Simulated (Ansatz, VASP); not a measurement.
# One calculation of Ba3SbP, two programs

INCAR

```
SYSTEM = Ba3SbP
  PREC = Accurate
  ENCUT = 500
  EDIFF = 1E-6
  ISMEAR = 0
  SIGMA = 0.1
  LREAL = .False.
  LASPH = .True.
  NELM = 120
  ALGO = Normal
  ISIF = 2
  LWAVE = .False.
  LCHARG = .False.
  GGA = B5
  ALDAX = 1.0
  AGGAX = 1.0
  AGGAC = 1.0
  ALDAC = 0.0
  NBANDS = 33
  GGA_COMPAT = .False.
```

KPOINTS

```
Automatic mesh
0
Gamma
  2 2 2
  0 0 0
```

Contents of POSCAR:

```
Ba3SbP
1.0
    6.1131770000      0.0000000000      0.0000000000
    0.0000000000      6.1131770000      0.0000000000
    0.0000000000      0.0000000000      6.1131770000
Ba Sb P
3 1 1
Direct
    0.0000000000      0.5000000000      0.5000000000
    0.5000000000      0.0000000000      0.5000000000
    0.5000000000      0.5000000000      0.0000000000
    0.0000000000      0.0000000000      0.0000000000
    0.5000000000      0.5000000000      0.5000000000
```

Input for Ansatz:

```yaml
crystal:
  lattice:
    - [6.113177, 0.0, 0.0]
    - [0.0, 6.113177, 0.0]
    - [0.0, 0.0, 6.113177]
  atoms:
    - { symbol: Ba, position: [0.0, 0.5, 0.5] }
    - { symbol: Ba, position: [0.5, 0.0, 0.5] }
    - { symbol: Ba, position: [0.5, 0.5, 0.0] }
    - { symbol: Sb, position: [0.0, 0.0, 0.0] }
    - { symbol: P, position: [0.5, 0.5, 0.5] }
basis:
  ecutwfc: "32 Ry"
kpoints:
  mp_grid: { grid: [2, 2, 2] }
hamiltonian:
  xc: blyp
scf:
  occupations: { method: gaussian, width: 0.1 }
  mixing: { ndim: 4 }
  initial_density: { chi_scale: 0, normalization: atom }
  eigensolver: { mixed_precision: false }
  max_iter: 54
output:
  forces: true
  stress: true
  eigenvalues: true
```

Alike in both runs: task single point; functional BLYP; k mesh 2 × 2 × 2; occupations gaussian, width 0.1 eV; no spin polarisation.

|  | VASP | Ansatz |
| --- | --- | --- |
| version | VASP 6.6.1 | Ansatz 0.2.0 |
| potentials or method | VASP PAW PBE potentials, release 64 (Ba_sv, Sb_d_GW, P), cutoff 500 eV | scalar-relativistic, plane waves, PAW |
| valence electrons in the cell | 50 | 50 |

VASP gave:

```
gap on the k mesh at the Fermi level (eV) : 0.34
least direct gap on the mesh (eV)         : 0.34
pressure (GPa)                            : 2.0
```

Which values does Ansatz return?

gap on the k mesh at the Fermi level (eV): 0.43; least direct gap on the mesh (eV): 0.43; pressure (GPa): 1.5.

VASP's potentials were made for PBE, not for BLYP.

The k mesh is coarse, so the values compare programs but aren't converged. Neither program's run includes spin-orbit coupling.
